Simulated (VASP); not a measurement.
A run of VASP 6.6.1 is set up as follows.

Contents of INCAR:

```
SYSTEM = CuI
ALGO = Normal ; EDIFF = 1E-8
ENCUT = 520 ; GGA = PE
ISIF = 2 ; ISMEAR = -1
LASPH = .TRUE. ; LCHARG = .FALSE.
LEFG = .TRUE. ; LREAL = .FALSE.
LWAVE = .FALSE. ; NBANDS = 26
NELM = 80 ; PREC = Accurate
SIGMA = 0.02
```

Contents of KPOINTS:

```
k-points
0
G
  5 5 6
  0 0 0
```

POSCAR

```
CuI
1.0
    3.7331675900     -3.7110863700      0.0000000000
    3.7331675900      3.7110863700      0.0000000000
    0.0000000000      0.0000000000      4.2208577166
Cu I
2 2
Direct
    0.4204388300      0.5795611700      0.7500000000
    0.5795611700      0.4204388300      0.2500000000
    0.7700426800      0.2299573200      0.7500000000
    0.2299573200      0.7700426800      0.2500000000
```

Potentials or basis: VASP PAW PBE potentials, release 64 (Cu, I).

Run with:

```console
$ cat potpaw_PBE.64/Cu/POTCAR potpaw_PBE.64/I/POTCAR > POTCAR
$ mpirun -np 1 vasp_std > vasp.out
```

(1) What does it give for the largest force?

(2) Predict the band gap on the k mesh.

(3) Predict the pressure.

Results:

(1) 0.327 eV/Å.

(2) 1.01 eV, direct.

(3) 2.8 GPa.

Caveat: the cell differs from its parent crystal (zz strain of -2 %); without QUAD_EFG the Cq values of the log hold for a quadrupole moment of 1 mb, not for the nuclei; spin-orbit coupling is left out, which moves the levels of the heavy elements.
